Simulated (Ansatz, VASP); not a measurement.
# MoS2: VASP beside Ansatz

```
Mo S
1.0
     3.12233    0.00000    0.00000
    -1.56116    2.70401    0.00000
     0.00000    0.00000   12.08257
Mo S
2 4
Direct
  0.66667 0.33333 0.25000
  0.33333 0.66667 0.75000
  0.66667 0.33333 0.62137
  0.33333 0.66667 0.37863
  0.66667 0.33333 0.87863
  0.33333 0.66667 0.12137
```

Alike in both runs: functional LDA; k mesh 12 × 12 × 4; occupations gaussian, width 0.02 eV; no spin polarisation.

Ansatz relaxed the structure, and its values are those at the end. VASP's run is a single point on that final structure, the one shown.

|  | VASP | Ansatz |
| --- | --- | --- |
| version | VASP 6.6.1 | Ansatz 0.2.0 |
| potentials or method | VASP PAW LDA potentials, release 64 (Mo_sv, S), cutoff 520 eV | scalar-relativistic, plane waves, PAW |
| valence electrons in the cell | 52 | 52 |

Ansatz gave:

```
gap on the k mesh at the Fermi level (eV) : 0.73
least direct gap on the mesh (eV)         : 1.76
pressure (GPa)                            : 0.0
rms of the force components (eV/Å)        : 0.000
```

Task: Which values does VASP return?

Result: gap on the k mesh at the Fermi level (eV): 0.74; least direct gap on the mesh (eV): 1.77; pressure (GPa): 0.1; rms of the force components (eV/Å): 0.007.

Ansatz warns that its potentials were made for another functional, while VASP's fit it. LDA's correlation is that of Perdew and Zunger in VASP and of Perdew and Wang (1992) in Ansatz.
